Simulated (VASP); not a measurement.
# BN (R3m) in VASP: a series of runs

The runs below take BN through relaxation of cell and atoms, with PBEsol.

Program: VASP 6.6.1. These are calculated values, not measurements. Logs are shortened: lines on timing, memory, paths and dates and some standing lists are left out, and cuts for length are marked.

## Step 1: The cell of the first run

The structure is trigonal, space group R3m (No. 160). Conventional cell: a = 2.502 Å, b = 2.502 Å, c = 10.119 Å, α = 90.00°, β = 90.00°, γ = 120.00°. Within 1.9 Å of N (site symmetry 3m) lie 3 B at 1.44 Å. B (site symmetry 3m) has 3 N at 1.44 Å within 1.9 Å.

## Step 2: Relaxation of cell and atoms, PBEsol

INCAR reads:

```
PREC = Accurate
ENCUT = 600
EDIFF = 1E-7
ISMEAR = -1
SIGMA = 0.05
LREAL = False
LASPH = True
NELM = 80
ALGO = Normal
ISIF = 3
LWAVE = False
LCHARG = False
GGA = PS
IBRION = 2
NSW = 80
EDIFFG = -0.005
```

KPOINTS reads:

```
regular mesh
0
Gamma
  12 12 12
```

POSCAR reads:

```
BN
1.0
    1.2511217832      0.7223354983      3.3729344033
   -1.2511217832      0.7223354983      3.3729344033
    0.0000000000     -1.4446709966      3.3729344033
N B
1 1
Direct
    0.6672382000      0.6672382000      0.6672382000
    0.0003288000      0.0003288000      0.0003288000
```

Potentials or basis: VASP PAW PBE potentials, release 64 (N, B).

Command:

```bash
$ cat potpaw_PBE.64/N/POTCAR potpaw_PBE.64/B/POTCAR > POTCAR
$ mpirun -np 1 vasp_std > vasp.out
```

OUTCAR:

```text
PREC = Accurate
   ENCUT = 600
   EDIFF = 1E-7
   ISMEAR = -1
   LREAL = False
   LASPH = True
   NELM = 80
   ISIF = 3
   GGA = PS
   IBRION = 2
   NSW = 80
   EDIFFG = -0.005

 ion  position               nearest neighbor table
   1  0.667  0.667  0.667-   2 1.44   2 1.44   2 1.44
   2  0.000  0.000  0.000-   1 1.44   1 1.44   1 1.44

  LATTYP: Found a trigonal (rhomboedric) cell.
 ALAT       =     3.6692997666
 COS(alpha) =     0.7674786797

  Lattice vectors:

 A1 = (   1.2511217832,   0.7223354983,   3.3729344033)
 A2 = (  -1.2511217832,   0.7223354983,   3.3729344033)
 A3 = (   0.0000000000,  -1.4446709966,   3.3729344033)

Analysis of symmetry for initial positions (statically):
=====================================================================
 Subroutine PRICEL returns:
 Original cell was already a primitive cell.

 Routine SETGRP: Setting up the symmetry group for a
 trigonal (rhombohedral) supercell.

 Subroutine GETGRP returns: Found  6 space group operations
 (whereof  6 operations were pure point group operations)
 out of a pool of 12 trial point group operations.

The static configuration has the point symmetry C_3v.

Analysis of symmetry for dynamics (positions and initial velocities):
=====================================================================
 Subroutine PRICEL returns:
 Original cell was already a primitive cell.

 Routine SETGRP: Setting up the symmetry group for a
 trigonal (rhombohedral) supercell.

 Subroutine GETGRP returns: Found  6 space group operations
 (whereof  6 operations were pure point group operations)
 out of a pool of 12 trial point group operations.

The dynamic configuration has the point symmetry C_3v.

 Subroutine INISYM returns: Found  6 space group operations
 (whereof  6 operations are pure point group operations),
 and found     1 'primitive' translations

----------------------------------------------------------------------------------------

                                     Primitive cell

  volume of cell :      18.2893

  direct lattice vectors                    reciprocal lattice vectors
     1.251121783  0.722335498  3.372934403     0.399641351  0.230733042  0.098825916
    -1.251121783  0.722335498  3.372934403    -0.399641351  0.230733042  0.098825916
     0.000000000 -1.444670997  3.372934403     0.000000000 -0.461466083  0.098825916

  length of vectors
[... 104 lines left out ...]
  Fermi-wavevector in a.u.,A,eV,Ry     =   1.242717  2.348395 21.012099  1.544346
  Thomas-Fermi vector in A             =   2.377059
   LORBIT       =      0    0 simple, 1 ext, 2 COOP (PROOUT), +10 PAW based schemes
   GGA     = PS    functional components
   LHFCALC =     F    Hartree Fock is set to
   AEXX    =    0.0000 exact exchange contribution
   IVDW    =     0    specifies the selected vdW correction
   LEPSILON=     F    determine dielectric tensor
   LRPA    =     F    only Hartree local field effects (RPA)
 conjugate gradient relaxation of ions
 non-spin polarized calculation
  energy-cutoff  :      600.00
  volume of cell :       18.29
 maximum number of plane-waves:       624
 NGX is ok and might be reduce to    30
   NGX = 15   NGY = 15   NGZ = 15

--------------------------------------- Ionic step        1  -------------------------------------------

 number of electron       8.0000000 magnetization

 Free energy of the ion-electron system (eV)
  ---------------------------------------------------
  ext. energy  EPLUGINS =         0.00000000
  ---------------------------------------------------
  free energy    TOTEN  =       -18.28800156 eV

  energy without entropy =      -18.28800155  energy(sigma->0) =      -18.28800156

------------------------ aborting loop because EDIFF is reached ----------------------------------------

  FORCE on cell =-STRESS in cart. coord.  units (eV):
  Direction    XX          YY          ZZ          XY          YZ          ZX
  --------------------------------------------------------------------------------------
  -------------------------------------------------------------------------------------
  Total        0.1321098      0.1321098      0.0242500      0.0000000      0.0000000      0.0000000
  in kB       11.5730528     11.5730528      2.1243389      0.0000000      0.0000000      0.0000000
  external PRESSURE =       8.4234815 kB  Pullay stress =       0.0000000 kB
[... 89 lines left out ...]
  FREE ENERGIE OF THE ION-ELECTRON SYSTEM (eV)
  ---------------------------------------------------
  free  energy   TOTEN  =       -18.2881482156 eV

  energy  without entropy=      -18.2881482155  energy(sigma->0) =      -18.28814822

[... ionic steps 4 to 9 ...]

--------------------------------------- Ionic step       10  -------------------------------------------

 number of electron       8.0000000 magnetization

------------------------ aborting loop because EDIFF is reached ----------------------------------------
[... 67 lines left out ...]
--------------------------------------- Ionic step       12  -------------------------------------------

 number of electron       8.0000000 magnetization

 Free energy of the ion-electron system (eV)
  ---------------------------------------------------
  ext. energy  EPLUGINS =         0.00000000
  ---------------------------------------------------
  free energy    TOTEN  =       -18.28831952 eV

  energy without entropy =      -18.28831952  energy(sigma->0) =      -18.28831952

 E-fermi :   2.9355     XC(G=0): -10.0983

 val. band max:        1.9211609277   @ k =  -0.3333   0.3333   0.0000
 cond. band min:       6.1226747575   @ k =   0.5000   0.5000  -0.0000
 fundamental gap:      4.2015138298
 Fermi energy:         2.9355243498

 k-point     1 :       0.0000    0.0000    0.0000
  band No.  band energies     occupation
      1     -15.7884      2.00000
      2      -2.3530      2.00000
      3       0.6494      2.00000
      4       0.6494      2.00000
      5       6.8077      0.00000
      6      13.5277      0.00000
      7      13.5277      0.00000
      8      14.9685      0.00000
[... 243 lines left out ...]
 k-point    24 :      -0.4167    0.1667    0.0000
  band No.  band energies     occupation
      1     -12.3326      2.00000
      2      -6.6804      2.00000
      3      -3.4907      2.00000
      4       1.5807      2.00000
      5       7.0093      0.00000
      6      13.2920      0.00000
      7      15.2376      0.00000
      8      16.0847      0.00000

 [... further k-points ...]
[... 5 lines left out ...]
  --------------------------------------------------------------------------------------
  -------------------------------------------------------------------------------------
  Total        0.0096861      0.0096861     -0.0000334      0.0000000      0.0000000     -0.0000000
  in kB        0.8339868      0.8339868     -0.0028724      0.0000000      0.0000000     -0.0000000
  external PRESSURE =       0.5550337 kB  Pullay stress =       0.0000000 kB
[... 17 lines left out ...]
  FREE ENERGIE OF THE ION-ELECTRON SYSTEM (eV)
  ---------------------------------------------------
  free  energy   TOTEN  =       -18.2883195168 eV

  energy  without entropy=      -18.2883195167  energy(sigma->0) =      -18.28831952

 reached required accuracy - stopping structural energy minimisation
```

OSZICAR:

```text
N       E                     dE             d eps       ncg     rms          rms(c)
DAV:   1     0.165614444933E+02    0.16561E+02   -0.51944E+03  3072   0.105E+03
DAV:   2    -0.194800169683E+02   -0.36041E+02   -0.34769E+02  4104   0.194E+02
[... 83 lines left out ...]
  11 F= -.18288319E+02 E0= -.18288319E+02  d E =-.427688E-04
       N       E                     dE             d eps       ncg     rms          rms(c)
DAV:   1    -0.182883303217E+02   -0.11198E-04   -0.43313E-04  3040   0.185E-01    0.160E-02
DAV:   2    -0.182883216537E+02    0.86681E-05   -0.23303E-05  3800   0.381E-02    0.633E-03
DAV:   3    -0.182883198006E+02    0.18530E-05   -0.32638E-06  4040   0.145E-02    0.247E-03
DAV:   4    -0.182883195092E+02    0.29138E-06   -0.74026E-07  4360   0.662E-03    0.634E-04
DAV:   5    -0.182883195168E+02   -0.75246E-08   -0.31281E-08  1536   0.147E-03
  12 F= -.18288320E+02 E0= -.18288320E+02  d E =-.431491E-04
```

CONTCAR:

```text
BN
   1.00000000000000
     1.2523733699312327    0.7230581022361329    3.4248706685239236
    -1.2523733699312327    0.7230581022361329    3.4248706685239236
     0.0000000000000000   -1.4461162044722657    3.4248706685239236
  N               B
     1     1
Direct
     0.6672033153446848    0.6672033153446848    0.6672033153446848
     0.0003636846553135    0.0003636846553135    0.0003636846553135

  0.00000000E+00  0.00000000E+00  0.00000000E+00
  0.00000000E+00  0.00000000E+00  0.00000000E+00
```

It took 3 min on 1 thread of Intel Xeon Platinum 8488C (Sapphire Rapids), shared host; peak memory 0.18 GiB.

What came out:

```
Free energy                            : -18.2883 eV
Relaxed volume                         : 9.30 Å³/atom
Relaxed cell                           : a = 3.718 Å, b = 3.718 Å, c = 3.718 Å, α = 39.37°, β = 39.37°, γ = 39.37°
Space group after relaxing (to 0.05 Å) : R3m (No. 160)
Energy gained by relaxing              : 0.2 meV/atom
Ionic steps                            : 12
Pressure after relaxing                : 0.1 GPa
Band gap on the k mesh                 : 4.20 eV, indirect (least direct gap 4.63 eV)
```

Step by step:
| step | energy change (eV) | largest force (eV/Å) | pressure (GPa) | volume (Å³) |
| --- | --- | --- | --- | --- |
| 1 | 0.0000 | 0.0026 | 0.84 | 18.29 |
| 2 | 0.0004 | 0.0009 | -1.41 | 18.42 |
| 3 | -0.0001 | 0.0014 | 0.06 | 18.33 |
| 4 | -0.0001 | 0.0014 | 0.05 | 18.33 |
| 5 | -0.0002 | 0.0000 | 0.04 | 18.34 |
| 6 | -0.0002 | 0.0041 | 0.02 | 18.37 |
| 7 | -0.0002 | 0.0125 | 0.02 | 18.43 |
| 8 | -0.0003 | 0.0296 | -0.01 | 18.54 |
| 9 | -0.0003 | 0.0265 | 0.00 | 18.55 |
| 10 | -0.0003 | 0.0172 | 0.01 | 18.57 |
| 11 | -0.0003 | 0.0013 | 0.06 | 18.61 |
| 12 | -0.0003 | 0.0013 | 0.06 | 18.61 |

Final structure:
```xyz
2
Lattice="1.2524 0.7231 3.4249 -1.2524 0.7231 3.4249 0.0000 -1.4461 3.4249" Properties=species:S:1:pos:R:3 pbc="T T T"
N     0.0000    0.0000    6.8553
B     0.0000    0.0000    0.0037
```

Levels at points of the mesh, in eV from the valence-band top:
```tsv
k point	band 2	band 3	band 4	band 5	band 6	band 7
(0.00, 0.00, 0.00)	-4.27	-1.27	-1.27	4.89	11.61	11.61
(0.50, 0.00, 0.00)	-8.93	-4.07	-0.63	5.18	9.80	12.78
(0.50, 0.50, 0.00)	-8.82	-4.12	-1.16	4.20	9.82	13.94
(0.50, 0.50, 0.50)	-6.13	-1.29	-1.29	9.79	11.54	11.54
```

Caveat: the PAW data sets were made with another functional, which shifts forces and pressure a little.

## Step 3: Relaxation of cell and atoms, PBEsol, target pressure 5 GPa, at which the enthalpy is minimised

INCAR reads:

```
SYSTEM = BN
PREC = Accurate ; ENCUT = 600
EDIFF = 1E-6 ; ISMEAR = -1
SIGMA = 0.05 ; LREAL = .FALSE.
LASPH = .TRUE. ; NELM = 80
ALGO = Normal ; ISIF = 3
LWAVE = .FALSE. ; LCHARG = .FALSE.
GGA = PS ; IBRION = 2
NSW = 80 ; EDIFFG = -0.005
PSTRESS = 50.0
```

KPOINTS reads:

```
regular mesh
0
G
  12 12 12
  0 0 0
```

POSCAR is that of step 2.

Potentials or basis: VASP PAW PBE potentials, release 64 (N, B).

Command:

```bash
$ cat potpaw_PBE.64/N/POTCAR potpaw_PBE.64/B/POTCAR > POTCAR
$ mpirun -np 1 vasp_std > vasp.out
```

Wall time 3.4 min (1 thread of Intel Xeon Platinum 8488C (Sapphire Rapids), shared host); peak memory 0.19 GiB.

It converged, with:

| Item | Value |
| --- | --- |
| Free energy | -18.2608 eV |
| Relaxed volume | 8.07 Å³/atom |
| Relaxed cell | a = 3.323 Å, b = 3.323 Å, c = 3.323 Å, α = 44.09°, β = 44.09°, γ = 44.09° |
| Space group after relaxing (to 0.05 Å) | R3m (No. 160) |
| Energy change on relaxing (the enthalpy is what falls) | +13.6 meV/atom |
| Ionic steps | 12 |
| Pressure after relaxing | 5.0 GPa |
| Band gap on the k mesh | 3.82 eV, indirect (least direct gap 4.71 eV) |

Stress tensor (GPa, compression positive):
```
5.00 0.00 0.00
0.00 5.00 0.00
0.00 0.00 4.92
```

The path:
```tsv
step	energy change (eV)	largest force (eV/Å)	pressure (GPa)	volume (Å³)
1	0.0000	0.0026	0.84	18.29
2	0.0174	0.0039	9.04	17.67
3	0.0064	0.0010	5.38	17.93
4	0.0068	0.0087	5.38	17.65
5	0.0140	0.0409	5.62	16.78
6	0.0838	0.1865	8.13	15.03
7	0.0242	0.0682	6.01	16.27
8	0.0294	0.0805	6.17	16.09
9	0.0248	0.0611	0.74	16.33
10	0.0270	0.0436	4.74	16.16
11	0.0275	0.0375	5.20	16.14
12	0.0272	0.0002	4.98	16.15
```

Final structure:
```
N B
1.0
     1.24751    0.72025    2.99509
    -1.24751    0.72025    2.99509
     0.00000   -1.44050    2.99509
N B
1 1
Cartesian
  0.0000 0.0000 5.9986
  0.0000 0.0000 8.9850
```

Levels at points of the mesh, in eV from the valence-band top:
```tsv
k point	band 2	band 3	band 4	band 5	band 6	band 7
(0.00, 0.00, 0.00)	-3.52	-1.31	-1.31	5.76	11.67	11.67
(0.50, 0.00, 0.00)	-9.17	-4.10	-0.45	5.33	10.16	13.48
(0.50, 0.50, 0.00)	-8.88	-4.27	-1.55	3.82	9.71	15.01
(0.50, 0.50, 0.50)	-6.95	-1.37	-1.37	11.22	11.49	11.49
```

Caveat: the cell is relaxed towards a set pressure, so the enthalpy falls and the energy may rise; the PAW data sets were made with another functional, which shifts forces and pressure a little. A k mesh can miss the band edges.

(Continued in part 2 of 2.)
